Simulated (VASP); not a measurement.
A run of VASP 6.6.1:

Contents of INCAR:

```
PREC = Accurate
ENCUT = 520
EDIFF = 1E-6
ISMEAR = -1
SIGMA = 0.08
LREAL = False
LASPH = True
NELM = 100
ALGO = Normal
ISIF = 2
LWAVE = False
LCHARG = True
GGA = PE
LELF = True
LVHAR = True
NBANDS = 22
```

The input KPOINTS:

```
regular mesh
0
Gamma
  8 8 11
```

Contents of POSCAR:

```
Hf
1.0
    4.2326705320      0.0000000000      0.0000000000
   -2.1163352660      3.6656002066      0.0000000000
    0.0000000000      0.0000000000      2.5911495452
Hf
3
Direct
    0.0000000000      0.0000000000      0.0000000000
    0.3333333333      0.6666666667      0.5000000000
    0.6666666667      0.3333333333      0.5000000000
```

Potentials or basis: VASP PAW PBE potentials, release 64 (Hf_pv).

Run with:

```sh
$ cat potpaw_PBE.64/Hf_pv/POTCAR > POTCAR
$ mpirun -np 1 vasp_std > vasp.out
```

Hardware: 1 thread of Intel Xeon 8259CL, with other jobs on the host.

Question: Estimate the wall time of this run.

Answer: It took 56 s on 1 thread of Intel Xeon 8259CL, on a shared host, peak memory 0.18 GiB. Counts: scf iterations 13, k points 60.
